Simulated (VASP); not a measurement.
# MgO (P6_3/mmc) in VASP: further runs, part 2 of 2

VASP 6.6.1. Earlier steps stand in the parts before.

## (3) Single point, PBE

This run uses another cell than the first one, of 10.56 Å³/atom.

INCAR

```
SYSTEM = MgO
PREC = Accurate
ENCUT = 520
EDIFF = 1E-6
ISMEAR = -1
SIGMA = 0.05
LREAL = .False.
LASPH = .True.
NELM = 80
ALGO = Normal
ISIF = 2
LWAVE = .False.
LCHARG = .True.
GGA = PE
LELF = .True.
LVHAR = .True.
NBANDS = 16
```

KPOINTS

```
Automatic mesh
0
Gamma
  9 9 7
  0 0 0
```

POSCAR

```
MgO
1.0
    3.4392588723      0.0000000000      0.0000000000
   -1.7196294362      2.9784855536      0.0000000000
    0.0000000000      0.0000000000      4.1215742815
Mg O
2 2
Direct
    0.3333333333      0.6666666667      0.2500000000
    0.6666666667      0.3333333333      0.7500000000
    0.3333333333      0.6666666667      0.7500000000
    0.6666666667      0.3333333333      0.2500000000
```

Potentials or basis: VASP PAW PBE potentials, release 64 (Mg, O).

The run is started by

```sh
$ cat potpaw_PBE.64/Mg/POTCAR potpaw_PBE.64/O/POTCAR > POTCAR
$ mpirun -np 1 vasp_std > vasp.out
```

OUTCAR:

```text
SYSTEM = MgO
   PREC = Accurate
   ENCUT = 520
   EDIFF = 1E-6
   ISMEAR = -1
   LREAL = .False.
   LASPH = .True.
   NELM = 80
   ISIF = 2
   GGA = PE

 ion  position               nearest neighbor table
   1  0.333  0.667  0.250-   4 1.99   4 1.99   4 1.99   3 2.06   3 2.06   2 2.86   2 2.86   2 2.86
                             2 2.86   2 2.86   2 2.86
   2  0.667  0.333  0.750-   3 1.99   3 1.99   3 1.99   4 2.06   4 2.06   1 2.86   1 2.86   1 2.86
                             1 2.86   1 2.86   1 2.86
   3  0.333  0.667  0.750-   2 1.99   2 1.99   2 1.99   1 2.06   1 2.06
   4  0.667  0.333  0.250-   1 1.99   1 1.99   1 1.99   2 2.06   2 2.06

  LATTYP: Found a hexagonal cell.
 ALAT       =     3.4392588723
 C/A-ratio  =     1.1983902447

  Lattice vectors:

 A1 = (   3.4392588723,   0.0000000000,   0.0000000000)
 A2 = (  -1.7196294362,   2.9784855536,   0.0000000000)
 A3 = (   0.0000000000,   0.0000000000,   4.1215742815)

Analysis of symmetry for initial positions (statically):
=====================================================================
 Subroutine PRICEL returns:
 Original cell was already a primitive cell.

 Routine SETGRP: Setting up the symmetry group for a
 hexagonal supercell.

 Subroutine GETGRP returns: Found 24 space group operations
 (whereof 12 operations were pure point group operations)
 out of a pool of 24 trial point group operations.

The static configuration has the point symmetry D_3d.
 The point group associated with its full space group is D_6h.

Analysis of symmetry for dynamics (positions and initial velocities):
=====================================================================
 Subroutine PRICEL returns:
 Original cell was already a primitive cell.

 Routine SETGRP: Setting up the symmetry group for a
 hexagonal supercell.

 Subroutine GETGRP returns: Found 24 space group operations
 (whereof 12 operations were pure point group operations)
 out of a pool of 24 trial point group operations.

[... 127 lines left out ...]
  Fermi-wavevector in a.u.,A,eV,Ry     =   1.184696  2.238751 19.095846  1.403505
  Thomas-Fermi vector in A             =   2.320905
   LORBIT       =      0    0 simple, 1 ext, 2 COOP (PROOUT), +10 PAW based schemes
   GGA     = PE    functional components
   LHFCALC =     F    Hartree Fock is set to
   AEXX    =    0.0000 exact exchange contribution
   IVDW    =     0    specifies the selected vdW correction
   LEPSILON=     F    determine dielectric tensor
   LRPA    =     F    only Hartree local field effects (RPA)
 non-spin polarized calculation
  energy-cutoff  :      520.00
  volume of cell :       42.22
 maximum number of plane-waves:      1158
 NGX is ok and might be reduce to    28
   NGX = 13   NGY = 13   NGZ = 15

 number of electron      16.0000008 magnetization

 Free energy of the ion-electron system (eV)
  ---------------------------------------------------
  ext. energy  EPLUGINS =         0.00000000
  ---------------------------------------------------
  free energy    TOTEN  =       -23.57729811 eV

  energy without entropy =      -23.57729811  energy(sigma->0) =      -23.57729811

 E-fermi :   3.3062     XC(G=0): -10.2567

 val. band max:        2.2840814628   @ k =   0.0000   0.0000   0.0000
 cond. band min:       5.9330088110   @ k =   0.0000   0.0000   0.0000
 fundamental gap:      3.6489273482
 Fermi energy:         3.3061568979

 k-point     1 :       0.0000    0.0000    0.0000
  band No.  band energies     occupation
      1     -14.8426      2.00000
      2     -13.3340      2.00000
      3      -1.5079      2.00000
      4       0.4649      2.00000
      5       0.4649      2.00000
      6       1.4245      2.00000
[... 433 lines left out ...]
      3      -1.4140      2.00000
      4      -0.5272      2.00000
      5      -0.5272      2.00000
      6       0.9444      2.00000
[... 8 lines left out ...]
     15      16.5072      0.00000
     16      19.1633      0.00000

 [... further k-points ...]

------------------------ aborting loop because EDIFF is reached ----------------------------------------

  FORCE on cell =-STRESS in cart. coord.  units (eV):
  Direction    XX          YY          ZZ          XY          YZ          ZX
  --------------------------------------------------------------------------------------
  -------------------------------------------------------------------------------------
  Total        2.5968197      2.5968197      2.9827627     -0.0000000     -0.0000000      0.0000000
  in kB       98.5437038     98.5437038    113.1894072     -0.0000000     -0.0000000      0.0000000
  external PRESSURE =     103.4256049 kB  Pullay stress =       0.0000000 kB

 VOLUME and BASIS-vectors are now :
 -----------------------------------------------------------------------------
  energy-cutoff  :      520.00
  volume of cell :       42.22
      direct lattice vectors                 reciprocal lattice vectors
     3.439258872  0.000000000  0.000000000     0.290760317  0.167870547  0.000000000
    -1.719629436  2.978485554  0.000000000     0.000000000  0.335741095  0.000000000
     0.000000000  0.000000000  4.121574282     0.000000000  0.000000000  0.242625738

 POSITION                                       TOTAL-FORCE (eV/Angst)
 -----------------------------------------------------------------------------------
     -0.00000      1.98566      1.03039        -0.000000      0.000000     -0.000000
      1.71963      0.99283      3.09118         0.000000     -0.000000     -0.000000
     -0.00000      1.98566      3.09118        -0.000000      0.000000     -0.000000
      1.71963      0.99283      1.03039         0.000000     -0.000000      0.000000
 -----------------------------------------------------------------------------------
    total drift:                               -0.000000      0.000000     -0.000000

  FREE ENERGIE OF THE ION-ELECTRON SYSTEM (eV)
  ---------------------------------------------------
  free  energy   TOTEN  =       -23.5772981131 eV

  energy  without entropy=      -23.5772981131  energy(sigma->0) =      -23.57729811
```

OSZICAR:

```text
N       E                     dE             d eps       ncg     rms          rms(c)
DAV:   1     0.598004420756E+02    0.59800E+02   -0.76747E+03  1536   0.897E+02
DAV:   2    -0.240013757709E+02   -0.83802E+02   -0.76719E+02  2160   0.198E+02
DAV:   3    -0.276316201266E+02   -0.36302E+01   -0.36195E+01  1752   0.420E+01
DAV:   4    -0.276455212919E+02   -0.13901E-01   -0.13901E-01  1872   0.305E+00
DAV:   5    -0.276455889939E+02   -0.67702E-04   -0.67702E-04  1720   0.203E-01    0.113E+01
DAV:   6    -0.236366957823E+02    0.40089E+01   -0.10178E+01  1616   0.250E+01    0.343E+00
DAV:   7    -0.235943473474E+02    0.42348E-01   -0.14567E-01  1584   0.303E+00    0.212E+00
DAV:   8    -0.235790733660E+02    0.15274E-01   -0.86168E-02  1624   0.317E+00    0.501E-01
DAV:   9    -0.235764873315E+02    0.25860E-02   -0.60364E-03  1928   0.701E-01    0.112E-01
DAV:  10    -0.235772832927E+02   -0.79596E-03   -0.85672E-04  1536   0.198E-01    0.355E-02
DAV:  11    -0.235772988989E+02   -0.15606E-04   -0.20742E-05  1672   0.369E-02    0.180E-02
DAV:  12    -0.235772981131E+02    0.78580E-06   -0.86856E-06  1544   0.235E-02
   1 F= -.23577298E+02 E0= -.23577298E+02  d E =-.955096E-11
```

Wall time 37 s (1 thread of Intel Xeon 8259CL, shared host); peak memory 0.18 GiB.

Results:

```yaml
Free_energy: -23.5773 eV
Pressure: 10.3 GPa
Band_gap_on_the_k_mesh: 3.65 eV
```

Stress tensor (GPa, compression positive):
```
 9.85  0.00  0.00
 0.00  9.85  0.00
 0.00  0.00 11.32
```

Caveat: the cell stands under pressure; an odd mesh through Γ misses points on the zone boundary, where band edges can lie.
